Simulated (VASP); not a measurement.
Write the native input for VASP 6.6.1 that does the following.

| Item | Value |
| --- | --- |
| Task | single point |
| Functional | LDA |
| Potentials or basis | VASP PAW LDA potentials, release 64 (Al, Os) |
| Cutoff | 600 eV |
| k mesh | 10 × 10 × 10 |
| Occupations | methfessel-paxton, width 0.15 eV |
| Spin | no spin polarisation |
| Dipole correction | no |
| Further INCAR settings | ALGO = Normal; EDIFF = 1e-06; NBANDS = 12 |

The structure of AlOs lies in POSCAR:

```
AlOs
1.0
    2.9654631062      0.0000000000      0.0000000000
    0.0000000000      2.9654631062      0.0000000000
    0.0000000000      0.0000000000      2.9654631062
Al Os
1 1
Direct
    0.0000000000      0.0000000000      0.0000000000
    0.5000000000      0.5000000000      0.5000000000
```

These files were run (other wordings do the same):

INCAR

```
  ALGO = Normal
  EDIFF = 1E-6
  ENCUT = 600
  GGA = CA
  GGA_COMPAT = False
  ISIF = 2
  ISMEAR = 1
  LASPH = True
  LCHARG = True
  LELF = True
  LREAL = False
  LVHAR = True
  LWAVE = False
  NBANDS = 12
  NELM = 120
  PREC = Accurate
  SIGMA = 0.15
```

KPOINTS

```
k-points
0
Gamma
  10 10 10
```

Potentials or basis: VASP PAW LDA potentials, release 64 (Al, Os).

The run is started by

```sh
$ cat potpaw_LDA.64/Al/POTCAR potpaw_LDA.64/Os/POTCAR > POTCAR
$ mpirun -np 1 vasp_std > vasp.out
```

Results of the run:

```
Pressure : 3.0 GPa
```

Wall time 17 s on 1 thread of Intel(R) Xeon(R) Platinum 8259CL CPU @ 2.50GHz (Skylake/Cascade Lake), on a shared host, peak memory 0.14 GiB.
